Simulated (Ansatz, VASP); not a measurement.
**One calculation of GaSb3, two programs**

Contents of POSCAR:

```
GaSb3
1.0
    0.0000000000      3.7305950000      3.7305950000
    3.7305950000      0.0000000000      3.7305950000
    3.7305950000      3.7305950000      0.0000000000
Sb Ga
3 1
Direct
    0.5000000000      0.5000000000      0.5000000000
    0.7500000000      0.7500000000      0.7500000000
    0.2500000000      0.2500000000      0.2500000000
    0.0000000000      0.0000000000      0.0000000000
```

INCAR.step1

```
PREC = Accurate
ENCUT = 520
EDIFF = 1E-5
ISMEAR = -1
SIGMA = 0.05
LREAL = False
LASPH = True
NELM = 80
ALGO = Normal
ISIF = 2
LWAVE = True
NBANDS = 22
GGA = PE
```

File INCAR.step2:

```
PREC = Accurate
ENCUT = 520
EDIFF = 1E-6
ISMEAR = -1
SIGMA = 0.05
LREAL = False
LASPH = True
NELM = 80
ALGO = Normal
ISIF = 2
LWAVE = False
LCHARG = True
GGA = PE
LHFCALC = True
AEXX = 0.5
HFSCREEN = 0.2078699
PRECFOCK = Normal
LELF = True
LVHAR = True
NBANDS = 22
ISTART = 1
```

KPOINTS

```
regular mesh
0
Gamma
  4 4 4
```

File input.yaml:

```yaml
crystal:
  lattice:
    - [0.0, 3.730595, 3.730595]
    - [3.730595, 0.0, 3.730595]
    - [3.730595, 3.730595, 0.0]
  atoms:
    - { symbol: Sb, position: [0.5, 0.5, 0.5] }
    - { symbol: Sb, position: [0.75, 0.75, 0.75] }
    - { symbol: Sb, position: [0.25, 0.25, 0.25] }
    - { symbol: Ga, position: [0.0, 0.0, 0.0] }
hamiltonian:
  xc:
    exchange: pbe
    correlation: pbe
    exx: { coeff: 0.5, omega: 0.2078699 }
  pseudopotentials: { kind: paw }
kpoints:
  mp_grid: { grid: [4, 4, 4] }
scf:
  occupations: { method: fermi_dirac, width: 0.05 }
output:
  forces: true
  stress: true
  eigenvalues: true
  write_density: true
  write_potential: true
  elf: true
  volumetric_format: npy
```

Alike in both runs: task single point; functional PBE-based screened hybrid with a share of 0.5 of exact exchange and HFSCREEN = 0.2078699; k mesh 4 × 4 × 4; occupations fermi-dirac, width 0.05 eV; no spin polarisation.

|  | VASP | Ansatz |
| --- | --- | --- |
| version | VASP 6.6.1 | Ansatz 0.2.0 |
| potentials or method | VASP PAW PBE potentials, release 64 (Sb, Ga_d) | Ansatz PAW |
| plane-wave cutoff (eV) | 520 | 420 |
| valence electrons in the cell | 28 | 58 |

Ansatz gave:

| Property | Result |
| --- | --- |
| gap on the k mesh at the Fermi level (eV) | none |
| pressure (GPa) | -6.9 |

Task: What did VASP give for the same quantities?

Result: gap on the k mesh at the Fermi level (eV): none; pressure (GPa): -9.2.

VASP's potentials were made for PBE, not for PBE-based screened hybrid. A gap of «none» marks a metal or a gap that the smearing closes. With one functional, cell and mesh, what is left measures potentials, basis and numerics. VASP's potentials hold 28 valence electrons a cell and Ansatz's 58, so a difference there can come from the potentials and not from the codes.

The k mesh is coarse, so the values compare programs but aren't converged. Spin-orbit coupling is off throughout.
